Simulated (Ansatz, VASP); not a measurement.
# Nb: VASP beside Ansatz

Contents of INCAR:

```
  PREC = Accurate
  ENCUT = 520
  EDIFF = 1E-6
  ISMEAR = -1
  SIGMA = 0.1
  LREAL = F
  LASPH = T
  NELM = 100
  ALGO = Normal
  ISIF = 2
  LWAVE = F
  LCHARG = T
  GGA = RE
  LELF = T
  LVHAR = T
  NBANDS = 20
```

The input KPOINTS:

```
regular mesh
0
Gamma
  15 15 7
```

File POSCAR:

```
Nb
1.0
   -1.9213693821      1.9215388262      1.3870751397
    1.9215388262     -1.9213693821      1.3870751397
    3.5099327286      3.5099327286     -1.3867648024
Nb
2
Direct
    0.0001905207      0.9998094793      0.0000000000
    0.7498094793      0.2501905207      0.5000000000
```

Input for Ansatz:

```yaml
crystal:
  lattice:
    - [-1.9213693821, 1.9215388262, 1.3870751397]
    - [1.9215388262, -1.9213693821, 1.3870751397]
    - [3.5099327286, 3.5099327286, -1.3867648024]
  atoms:
    - { symbol: Nb, position: [0.0001905207, 0.9998094793, 0.0] }
    - { symbol: Nb, position: [0.7498094793, 0.2501905207, 0.5] }
hamiltonian:
  xc: revpbe
  pseudopotentials:
    kind: paw
    azcp:
      Nb: "pseudopotentials/Nb.paw.azcp"
basis:
  ecutwfc: 420
  fft_grid_basis: typed
kpoints:
  mp_grid: { grid: [15, 15, 7], shift: [0, 0, 0] }
magnetization:
  spin_polarized: false
scf:
  occupations: { method: fermi_dirac, width: 0.1 }
  lower_state_search: "off"
output:
  stress: true
  write_density: true
  write_potential: true
  elf: true
  volumetric_format: npy
```

Alike in both runs: task single point; functional revPBE; k mesh 15 × 15 × 7; occupations fermi-dirac, width 0.1 eV; no spin polarisation.

|  | VASP | Ansatz |
| --- | --- | --- |
| version | VASP 6.6.1 | Ansatz 0.2.0 |
| potentials or method | VASP PAW PBE potentials, release 64 (Nb_sv), cutoff 520 eV | plane waves (420 eV) with PAW, scalar-relativistic |
| valence electrons in the cell | 26 | 26 |

```csv
,VASP,Ansatz,Ansatz less VASP
pressure (GPa),-0.3,0.1,+0.31
"traceless stress, the component that is largest in VASP (GPa)",0.17,0.14,-0.029
```

VASP's potentials were made for PBE, not for revPBE.
